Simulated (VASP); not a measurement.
Input of a VASP 6.6.1 run:

INCAR

```
PREC = Accurate
ENCUT = 520
EDIFF = 1E-6
ISMEAR = -1
SIGMA = 0.1
LREAL = False
LASPH = True
NELM = 80
ALGO = Normal
ISIF = 2
LWAVE = False
LCHARG = False
GGA = PE
NBANDS = 11
```

The input KPOINTS:

```
regular mesh
0
Gamma
  22 22 12
```

The input POSCAR:

```
C
1.0
    2.4337722315      0.0000000000      0.0000000000
   -1.2168861158      2.1077085795      0.0000000000
    0.0000000000      0.0000000000      2.2103182336
C
2
Direct
    0.3333333333      0.6666666667      0.2500000000
    0.6666666667      0.3333333333      0.7500000000
```

Potentials or basis: VASP PAW PBE potentials, release 64 (C).

The run is started by

```bash
$ cat potpaw_PBE.64/C/POTCAR > POTCAR
$ mpirun -np 1 vasp_std > vasp.out
```

What does it give for the band gap on the k mesh?

Zero (band 4 reaches 14.51 eV, above the bottom of band 5 at 5.41 eV).

Predict the pressure.

21.4 GPa.

Stress tensor (GPa, compression positive):
```
21.31  0.00  0.00
 0.00 21.31  0.00
 0.00  0.00 21.43
```
